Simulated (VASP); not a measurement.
Wanted: the native input for a VASP 6.6.1 run.

```yaml
Task: relaxation of cell and atoms
Functional: PBE
Potentials_or_basis: VASP PAW PBE potentials, release 64 (Te)
Cutoff: 600 eV
k_mesh: 16 × 16 × 16
Occupations: fermi-dirac, width 0.08 eV
Spin: no spin polarisation
Target_pressure: 87 GPa
Dipole_correction: no
Further_INCAR_settings: ALGO = Normal; EDIFF = 1e-06; IBRION = 2; EDIFFG = -0.005; NSW = 60; ISIF = 3
```

The structure of Te lies in POSCAR:

```
Te
1.0
   -1.6313615495      1.6313615495      1.6313615495
    1.6313615495     -1.6313615495      1.6313615495
    1.6313615495      1.6313615495     -1.6313615495
Te
1
Direct
    0.0000000000      0.0000000000      0.0000000000
```

This isn't the form of Te at room conditions, which is trigonal, of chains.

One way to write it, as run:

INCAR

```
SYSTEM = Te
  PREC = Accurate
  ENCUT = 600
  EDIFF = 1E-6
  ISMEAR = -1
  SIGMA = 0.08
  LREAL = .FALSE.
  LASPH = .TRUE.
  NELM = 100
  ALGO = Normal
  ISIF = 3
  LWAVE = .FALSE.
  LCHARG = .FALSE.
  GGA = PE
  IBRION = 2
  NSW = 60
  EDIFFG = -0.005
  PSTRESS = 870.0
```

KPOINTS

```
Automatic mesh
0
G
  16 16 16
  0 0 0
```

Potentials or basis: VASP PAW PBE potentials, release 64 (Te).

Launch:

```console
$ cat potpaw_PBE.64/Te/POTCAR > POTCAR
$ mpirun -np 1 vasp_std > vasp.out
```

Results of the run:

```
Relaxed volume                                             : 17.38 Å³/atom
Relaxed cell                                               : a = 2.826 Å, b = 2.826 Å, c = 2.826 Å, α = 109.47°, β = 109.47°, γ = 109.47°
Space group after relaxing (to 0.1 Å)                      : Im-3m (No. 229)
Energy change on relaxing (the run minimises the enthalpy) : -6.9 meV/atom
Ionic steps                                                : 3
Pressure after relaxing                                    : 87.0 GPa
Band gap on the k mesh                                     : zero (bands 3 and 4 overlap by 13.08 eV)
```

Caveat: the cell is relaxed towards a set pressure, so the run minimises the enthalpy, not the energy; spin-orbit coupling is left out, which moves the levels of the heavy elements.

Run time: 12 s on 1 thread of Intel(R) Xeon(R) 6975P-C (Granite Rapids), with other jobs on the host, peak memory 0.15 GiB.
